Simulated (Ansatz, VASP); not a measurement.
Two plane-wave programs on Re2SbRh2

File INCAR:

```
SYSTEM = Re2SbRh2
PREC = Accurate
ENCUT = 620
EDIFF = 1E-6
ISMEAR = 0
SIGMA = 0.1
LREAL = .FALSE.
LASPH = .TRUE.
NELM = 120
ALGO = Normal
ISIF = 2
LWAVE = .FALSE.
LCHARG = .TRUE.
GGA = PE
LELF = .TRUE.
LVHAR = .TRUE.
NBANDS = 48
GGA_COMPAT = .FALSE.
```

The input KPOINTS:

```
Automatic mesh
0
G
  6 6 6
  0 0 0
```

POSCAR

```
Re2SbRh2
1.0
   -1.9728453670      1.9728453670      5.1762774481
    1.9728453670     -1.9728453670      5.1762774481
    1.9728453670      1.9728453670     -5.1762774481
Re Sb Rh
2 1 2
Direct
    0.2500000000      0.7500000000      0.5000000000
    0.7500000000      0.2500000000      0.5000000000
    0.0000000000      0.0000000000      0.0000000000
    0.6260000000      0.6260000000      0.0000000000
    0.3740000000      0.3740000000      0.0000000000
```

Input for Ansatz:

```yaml
crystal:
  lattice:
    - [-1.972845367, 1.972845367, 5.1762774481]
    - [1.972845367, -1.972845367, 5.1762774481]
    - [1.972845367, 1.972845367, -5.1762774481]
  atoms:
    - { symbol: Re, position: [0.25, 0.75, 0.5] }
    - { symbol: Re, position: [0.75, 0.25, 0.5] }
    - { symbol: Sb, position: [0.0, 0.0, 0.0] }
    - { symbol: Rh, position: [0.626, 0.626, 0.0] }
    - { symbol: Rh, position: [0.374, 0.374, 0.0] }
basis:
  ecutwfc: 420
kpoints:
  mp_grid: { grid: [6, 6, 6] }
hamiltonian:
  xc: pbe
scf:
  occupations: { method: gaussian, width: 0.1 }
  lower_state_search: "off"
output:
  forces: true
  stress: true
  eigenvalues: true
```

Alike in both runs: task single point; functional PBE; k mesh 6 × 6 × 6; occupations gaussian, width 0.1 eV; no spin polarisation.

```csv
,VASP,Ansatz
version,VASP 6.6.1,Ansatz 0.2.0
potentials or method,"VASP PAW PBE potentials, release 64 (Re_sv_GW, Sb_d_GW, Rh_sv_GW), cutoff 620 eV","scalar-relativistic, plane waves, PAW"
valence electrons in the cell,79,79
```

```tsv
	VASP	Ansatz	Ansatz less VASP
gap on the k mesh at the Fermi level (eV)	none	none	-
rms of the force components (eV/Å)	2.341	2.334	-0.0070
```

Atom by atom the forces differ by 0.007 eV/Å (rms over components). A gap of «none» marks a metal or a gap that the smearing closes. With one functional, cell and mesh, what is left measures potentials, basis and numerics.

The k mesh is coarse, so the values compare programs but aren't converged. Neither program's run includes spin-orbit coupling.
